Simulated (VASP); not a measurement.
A run of VASP 6.6.1:

Contents of INCAR:

```
SYSTEM = Zr
ALGO = Normal
EDIFF = 1E-6
EDIFFG = -0.02
ENCUT = 600
GGA = PE
IBRION = 2
ISIF = 3
ISMEAR = -1
LASPH = .TRUE.
LCHARG = .FALSE.
LREAL = .FALSE.
LWAVE = .FALSE.
NELM = 100
NSW = 80
PREC = Accurate
PSTRESS = 40.0
SIGMA = 0.1
```

The input KPOINTS:

```
k-points
0
G
  10 10 5
  0 0 0
```

Contents of POSCAR:

```
Zr
1.0
    3.2320000000      0.0000000000      0.0000000000
   -1.6160000000      2.7989941000      0.0000000000
    0.0000000000      0.0000000000      5.1470000000
Zr
2
Direct
    0.3333333300      0.6666666700      0.2500000000
    0.6666666700      0.3333333300      0.7500000000
```

Potentials or basis: VASP PAW PBE potentials, release 64 (Zr_sv).

Run with:

```console
$ cat potpaw_PBE.64/Zr_sv/POTCAR > POTCAR
$ mpirun -np 1 vasp_std > vasp.out
```

Hardware: 1 thread of Intel(R) Xeon(R) Platinum 8488C (Sapphire Rapids) (shared host).

Problem. How long does it take, and how much memory?

Solution. Wall time 80 s on 1 thread of Intel(R) Xeon(R) Platinum 8488C (Sapphire Rapids), with other jobs on the host, peak memory 0.19 GiB. Counts: scf iterations 47, k points 42, ion steps 6.
